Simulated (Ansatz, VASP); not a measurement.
## NaF: VASP beside Ansatz

```
CELL_PARAMETERS angstrom
0.00000 2.32000 2.32000
2.32000 0.00000 2.32000
2.32000 2.32000 0.00000
ATOMIC_POSITIONS crystal
Na 0.00000 0.00000 0.00000
F 0.50000 0.50000 0.50000
```

Alike in both runs: task relaxation of cell and atoms; functional r2SCAN; k mesh 8 × 8 × 8; occupations gaussian, width 0.02 eV; no spin polarisation.

|  | VASP | Ansatz |
| --- | --- | --- |
| version | VASP 6.6.1 | Ansatz 0.2.0 |
| potentials or method | VASP PAW PBE potentials, release 64 (Na_sv, F), cutoff 970 eV | scalar-relativistic, plane waves, PAW |
| valence electrons in the cell | 16 | 16 |

Ansatz gave:

- gap on the k mesh at the Fermi level, each at its own relaxed structure (eV): 7.28
- relaxed volume (Å³/atom): 12.12
- relaxed length of the cell vector where the two differ most in proportion (Å): 3.249

Task: Which values does VASP return?

Result: gap on the k mesh at the Fermi level, each at its own relaxed structure (eV): 7.33; relaxed volume (Å³/atom): 12.00; relaxed length of the cell vector where the two differ most in proportion (Å): 3.238.

VASP's potentials were made for PBE, not for r2SCAN.
